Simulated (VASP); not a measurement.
Here is a VASP 6.6.1 calculation.

The input INCAR:

```
SYSTEM = ZrN
ALGO = Normal ; EDIFF = 1E-6
ENCUT = 600 ; GGA = PE
GGA_COMPAT = .FALSE. ; ISIF = 2
ISMEAR = 0 ; LASPH = .TRUE.
LCHARG = .FALSE. ; LREAL = .FALSE.
LWAVE = .FALSE. ; NBANDS = 16
NELM = 120 ; PREC = Accurate
SIGMA = 0.1
```

Contents of KPOINTS:

```
k-points
0
G
  8 8 8
  0 0 0
```

POSCAR

```
ZrN
1.0
    0.0000000000      2.2942655869      2.2942655869
    2.2942655869      0.0000000000      2.2942655869
    2.2942655869      2.2942655869      0.0000000000
Zr N
1 1
Direct
    0.5000000000      0.5000000000      0.5000000000
    0.0000000000      0.0000000000      0.0000000000
```

Potentials or basis: VASP PAW PBE potentials, release 64 (Zr_sv, N).

Launch:

```sh
$ cat potpaw_PBE.64/Zr_sv/POTCAR potpaw_PBE.64/N/POTCAR > POTCAR
$ mpirun -np 1 vasp_std > vasp.out
```

What does it give for the pressure?

1.4 GPa.
